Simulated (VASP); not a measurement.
# In (P-1) in VASP: single point with PBE

Aim: the single point of In with PBE.

All numbers are computed with VASP 6.6.1; they aren't measurements. Logs are shortened: lines on timing, memory, paths and dates and some standing lists are left out, and cuts for length are marked.

## 1. The cell of the first run

The typed cell holds 2 atoms: a = 3.335 Å, b = 3.373 Å, c = 5.490 Å, α = 89.92°, β = 89.97°, γ = 119.81°.

## 2. Single point, PBE (atoms moved at random and the cell strained at random)

The input, INCAR:

```
  PREC = Accurate
  ENCUT = 520
  EDIFF = 1E-7
  ISMEAR = 0
  SIGMA = 0.1
  LREAL = F
  LASPH = T
  NELM = 100
  ALGO = Fast
  ISIF = 2
  LWAVE = F
  LCHARG = T
  GGA = PE
  LELF = T
  LVHAR = T
  NBANDS = 20
```

The input, KPOINTS:

```
regular mesh
0
Gamma
  12 12 8
```

The input, POSCAR:

```
In
1.0
    3.3350178141     -0.0054034853      0.0008672260
   -1.6721884626      2.9294460100      0.0023105708
    0.0014323772      0.0052336858      5.4901363769
In
2
Direct
    0.3422545081      0.6650395924      0.2591193859
    0.6577454919      0.3349604076      0.7408806141
```

Potentials or basis: VASP PAW PBE potentials, release 64 (In_d).

Started as:

```
> cat potpaw_PBE.64/In_d/POTCAR > POTCAR
> mpirun -np 1 vasp_std > vasp.out
```

OUTCAR:

```text
PREC = Accurate
   ENCUT = 520
   EDIFF = 1E-7
   ISMEAR = 0
   LREAL = F
   LASPH = T
   NELM = 100
   ISIF = 2
   GGA = PE

 ion  position               nearest neighbor table
   1  0.342  0.665  0.259-   2 3.24   2 3.30   2 3.30   2 3.41   2 3.45   2 3.47
   2  0.658  0.335  0.741-   1 3.24   1 3.30   1 3.30   1 3.41   1 3.45   1 3.47

  LATTYP: Found a triclinic cell.
 ALAT       =     3.3637830246
 B/A-ratio  =     0.9914498884
 C/A-ratio  =     1.6321323397
 COS(alpha) =     0.0005193910
 COS(beta)  =     0.0019023472
 COS(gamma) =     0.4929242823

  Lattice vectors:

 A1 = (  -1.6628293515,  -2.9240425247,  -0.0031777968)
 A2 = (  -3.3350178141,   0.0054034853,  -0.0008672260)
 A3 = (  -0.0014323772,  -0.0052336858,  -5.4901363769)

Analysis of symmetry for initial positions (statically):
=====================================================================
 Subroutine PRICEL returns:
 Original cell was already a primitive cell.

 Routine SETGRP: Setting up the symmetry group for a
 triclinic supercell.

 Subroutine GETGRP returns: Found  2 space group operations
 (whereof  2 operations were pure point group operations)
 out of a pool of  2 trial point group operations.

The static configuration has the point symmetry S_2 .

Analysis of symmetry for dynamics (positions and initial velocities):
=====================================================================
 Subroutine PRICEL returns:
 Original cell was already a primitive cell.

 Routine SETGRP: Setting up the symmetry group for a
 triclinic supercell.

 Subroutine GETGRP returns: Found  2 space group operations
 (whereof  2 operations were pure point group operations)
 out of a pool of  2 trial point group operations.

The dynamic configuration has the point symmetry S_2 .

 Subroutine INISYM returns: Found  2 space group operations
 (whereof  2 operations are pure point group operations),
 and found     1 'primitive' translations

----------------------------------------------------------------------------------------

                                     Primitive cell

  volume of cell :      53.5876

  direct lattice vectors                    reciprocal lattice vectors
     3.335017814 -0.005403485  0.000867226     0.300126111  0.171318391 -0.000241619
    -1.672188463  2.929446010  0.002310571     0.000553680  0.341677780 -0.000325862
     0.001432377  0.005233686  5.490136377    -0.000047641 -0.000170860  0.182145013

  length of vectors
     3.335022304  3.373110363  5.490139058     0.345580283  0.341678384  0.182145099

  position of ions in fractional coordinates (direct lattice)
     0.342254508  0.665039592  0.259119386
     0.657745492  0.334960408  0.740880614

  ion indices of the primitive-cell ions
   primitive index   ion index
                 1           1
                 2           2

----------------------------------------------------------------------------------------

 KPOINTS: regular mesh

Automatic generation of k-mesh.
 Grid dimensions read from file:
 generate k-points for:   12   12    8

 Generating k-lattice:

  Cartesian coordinates                     Fractional coordinates (reciprocal lattice)
     0.025010509  0.014276533 -0.000020135     0.083333333  0.000000000  0.000000000
     0.000046140  0.028473148 -0.000027155    -0.000000000  0.083333333  0.000000000
    -0.000005955 -0.000021357  0.022768127    -0.000000000  0.000000000  0.125000000

  Length of vectors
     0.028798357  0.028473199  0.022768137

  Shift w.r.t. Gamma in fractional coordinates (k-lattice)
     0.000000000  0.000000000  0.000000000

 Subroutine IBZKPT returns following result:
 ===========================================

 Found    580 irreducible k-points:

 Following reciprocal coordinates:
            Coordinates               Weight
  0.000000  0.000000  0.000000      1.000000
  0.083333 -0.000000  0.000000      2.000000
  0.166667 -0.000000  0.000000      2.000000
  0.250000 -0.000000  0.000000      2.000000
  0.333333 -0.000000  0.000000      2.000000
  0.416667 -0.000000  0.000000      2.000000
[... 16 lines left out ...]
  0.250000  0.166667  0.000000      2.000000
  0.333333  0.166667  0.000000      2.000000
 [... further k-points ...]
   k-points           NKPTS =    580   k-points in BZ     NKDIM =    580   number of bands    NBANDS=     20
   number of dos      NEDOS =    301   number of ions     NIONS =      2
   total plane-waves  NPLWV =  32928
   dimension x,y,z NGX =    28 NGY =   28 NGZ =   42
   dimension x,y,z NGXF=    56 NGYF=   56 NGZF=   84
   ions per type =               2
   NGX,Y,Z   is equivalent  to a cutoff of  13.96, 13.80, 12.72 a.u.
   NGXF,Y,Z  is equivalent  to a cutoff of  27.92, 27.60, 25.44 a.u.
 SYSTEM =  unknown system
   PREC   = accura    normal or accurate (medium, high low for compatibility)
   ISTART =      0    job   : 0-new  1-cont  2-samecut
   ICHARG =      2    charge: 1-file 2-atom 10-const
   ISPIN  =      1    spin polarized calculation?
   LNONCOLLINEAR =      F non collinear calculations
   LSORBIT =      F    spin-orbit coupling
   LASPH  =      T    aspherical Exc in radial PAW
   ENCUT  =  520.0 eV  38.22 Ry    6.18 a.u.   6.20  6.27 10.21*2*pi/ulx,y,z
   NELM   =    100;   NELMIN=  2; NELMDL= -5     # of ELM steps
   EDIFF  = 0.1E-06   stopping-criterion for ELM
   LREAL  =      F    real-space projection
   EDIFFG = 0.1E-05   stopping-criterion for IOM
   NSW    =      0    number of steps for IOM
   IBRION =     -1    ionic relax: 0-MD 1-quasi-New 2-CG
   NFREE  =      0    steps in history (QN), initial steepest desc. (CG)
   ISIF   =      2    stress and relaxation
   ISYM   =      2    0-nonsym 1-usesym 2-fastsym
   POTIM  = 0.5000    time-step for ionic-motion
   TEBEG  =    0.0;   TEEND  =   0.0 temperature during run
   PSTRESS=    0.0 pullay stress
   NELECT =      26.0000    total number of electrons
   NUPDOWN=      -1.0000    fix difference up-down
   EMIN   =  10.00;   EMAX   =-10.00  energy-range for DOS
   EFERMI =   0.00;   METHOD = LEGACY
   ISMEAR =     0;   SIGMA  =   0.10  broadening in eV -4-tet -1-fermi 0-gaus
   EFERMI_NEDOS =   21; number of points for ismear=-14 and -15
   IALGO  =     68    algorithm
   IMIX   =      4    mixing-type and parameters
     AMIX     =   0.40;   BMIX     =  1.00
     AMIX_MAG =   1.60;   BMIX_MAG =  1.00
  volume/ion in A,a.u.               =      26.79       180.81
  Fermi-wavevector in a.u.,A,eV,Ry     =   1.286405  2.430953 22.515441  1.654838
  Thomas-Fermi vector in A             =   2.418482
   LORBIT       =      0    0 simple, 1 ext, 2 COOP (PROOUT), +10 PAW based schemes
   GGA     = PE    functional components
   LHFCALC =     F    Hartree Fock is set to
   AEXX    =    0.0000 exact exchange contribution
   IVDW    =     0    specifies the selected vdW correction
   LEPSILON=     F    determine dielectric tensor
   LRPA    =     F    only Hartree local field effects (RPA)
 non-spin polarized calculation
 RMM-DIIS sequential band-by-band and
 Gauss-broadening in eV      SIGMA  =   0.10
  energy-cutoff  :      520.00
  volume of cell :       53.59
 maximum number of plane-waves:      1466
 NGX is ok and might be reduce to    28
   NGX = 13   NGY = 13   NGZ = 21

 number of electron      25.9999998 magnetization

 Free energy of the ion-electron system (eV)
  ---------------------------------------------------
  ext. energy  EPLUGINS =         0.00000000
  ---------------------------------------------------
  free energy    TOTEN  =        -5.08864640 eV

  energy without entropy =       -5.08406828  energy(sigma->0) =       -5.08635734

 E-fermi :   7.2359     XC(G=0): -10.1384

 val. band max:        7.2343419405   @ k =  -0.3333  -0.1667   0.3750
 cond. band min:       7.2408296853   @ k =   0.4167  -0.1667   0.2500
 fundamental gap:      0.0064877447
 Fermi energy:         7.2359181100

 k-point     1 :       0.0000    0.0000    0.0000
  band No.  band energies     occupation
      1      -7.4226      2.00000
      2      -7.3612      2.00000
      3      -7.3455      2.00000
      4      -7.3231      2.00000
      5      -7.3222      2.00000
      6      -7.3020      2.00000
[... 12 lines left out ...]
     19      18.0563      0.00000
     20      18.4884      0.00000

 k-point     2 :       0.0833   -0.0000    0.0000
  band No.  band energies     occupation
      1      -7.4150      2.00000
      2      -7.3641      2.00000
      3      -7.3272      2.00000
      4      -7.3129      2.00000
      5      -7.3100      2.00000
      6      -7.3003      2.00000
[... 12 lines left out ...]
     19      18.4817      0.00000
     20      19.0581      0.00000

 k-point     3 :       0.1667   -0.0000    0.0000
  band No.  band energies     occupation
      1      -7.4226      2.00000
      2      -7.3575      2.00000
      3      -7.3125      2.00000
      4      -7.2997      2.00000
      5      -7.2759      2.00000
      6      -7.2735      2.00000
[... 12 lines left out ...]
     19      17.6027      0.00000
     20      18.8927      0.00000

 k-point     4 :       0.2500   -0.0000    0.0000
  band No.  band energies     occupation
      1      -7.4596      2.00000
      2      -7.3590      2.00000
      3      -7.3237      2.00000
      4      -7.3152      2.00000
      5      -7.2925      2.00000
      6      -7.2070      2.00000
[... 12 lines left out ...]
     19      16.8121      0.00000
     20      18.3759      0.00000

 k-point     5 :       0.3333   -0.0000    0.0000
  band No.  band energies     occupation
      1      -7.4993      2.00000
      2      -7.3955      2.00000
      3      -7.3562      2.00000
      4      -7.3386      2.00000
      5      -7.2603      2.00000
      6      -7.1913      2.00000
[... 12 lines left out ...]
     19      16.0668      0.00000
     20      17.7684      0.00000
[... 353 lines left out ...]
      6      -7.2536      2.00000
[... 12 lines left out ...]
     19      17.2285      0.00000
     20      17.9220      0.00000

 k-point    22 :       0.1667    0.1667    0.0000
  band No.  band energies     occupation
      1      -7.4053      2.00000
      2      -7.3971      2.00000
      3      -7.3665      2.00000
      4      -7.3065      2.00000
      5      -7.2699      2.00000
      6      -7.2391      2.00000
[... 12 lines left out ...]
     19      16.1729      0.00000
     20      18.5597      0.00000

 k-point    23 :       0.2500    0.1667    0.0000
  band No.  band energies     occupation
      1      -7.4289      2.00000
      2      -7.4141      2.00000
      3      -7.3645      2.00000
      4      -7.3185      2.00000
      5      -7.2500      2.00000
      6      -7.2206      2.00000
[... 12 lines left out ...]
     19      15.1350      0.00000
     20      18.3888      0.00000

 k-point    24 :       0.3333    0.1667    0.0000
  band No.  band energies     occupation
      1      -7.4530      2.00000
      2      -7.4485      2.00000
      3      -7.3418      2.00000
      4      -7.3248      2.00000
      5      -7.2456      2.00000
      6      -7.2140      2.00000
[... 12 lines left out ...]
     19      14.6690      0.00000
     20      18.0891      0.00000

 [... further k-points ...]
[... 5 lines left out ...]
  --------------------------------------------------------------------------------------
  -------------------------------------------------------------------------------------
  Total        0.4475218      0.4521201      0.4526551     -0.0268816     -0.0148042      0.0224410
  in kB       13.3801278     13.5176076     13.5336052     -0.8037119     -0.4426197      0.6709466
  external PRESSURE =      13.4771135 kB  Pullay stress =       0.0000000 kB

 VOLUME and BASIS-vectors are now :
 -----------------------------------------------------------------------------
  energy-cutoff  :      520.00
  volume of cell :       53.59
      direct lattice vectors                 reciprocal lattice vectors
     3.335017814 -0.005403485  0.000867226     0.300126111  0.171318391 -0.000241619
    -1.672188463  2.929446010  0.002310571     0.000553680  0.341677780 -0.000325862
     0.001432377  0.005233686  5.490136377    -0.000047641 -0.000170860  0.182145013

 POSITION                                       TOTAL-FORCE (eV/Angst)
 -----------------------------------------------------------------------------------
      0.02972      1.94770      1.42443        -0.011321      0.009499     -0.280540
      1.63454      0.98157      4.06888         0.011321     -0.009499      0.280540
 -----------------------------------------------------------------------------------
    total drift:                               -0.000000      0.000000     -0.000000

  FREE ENERGIE OF THE ION-ELECTRON SYSTEM (eV)
  ---------------------------------------------------
  free  energy   TOTEN  =        -5.0886464012 eV

  energy  without entropy=       -5.0840682833  energy(sigma->0) =       -5.08635734
```

Wall time 13 min (1 thread of Intel Xeon Platinum 8488C (Sapphire Rapids), shared host); peak memory 0.57 GiB.

What came out:

```
Free energy            : -5.0886 eV
Pressure               : 1.3 GPa
Largest force          : 0.281 eV/Å
Band gap on the k mesh : zero (band 13 reaches 10.72 eV, above the bottom of band 14 at 4.81 eV)
```

Forces on the atoms (eV/Å):
```
In  -0.011  0.009 -0.281
In   0.011 -0.009  0.281
```

Stress tensor (GPa, compression positive):
```
 1.34 -0.08  0.07
-0.08  1.35 -0.04
 0.07 -0.04  1.35
```

Caveat: the cell differs from its parent crystal (atoms moved at random and the cell strained at random); spin-orbit coupling is left out, which moves the levels of the heavy elements.
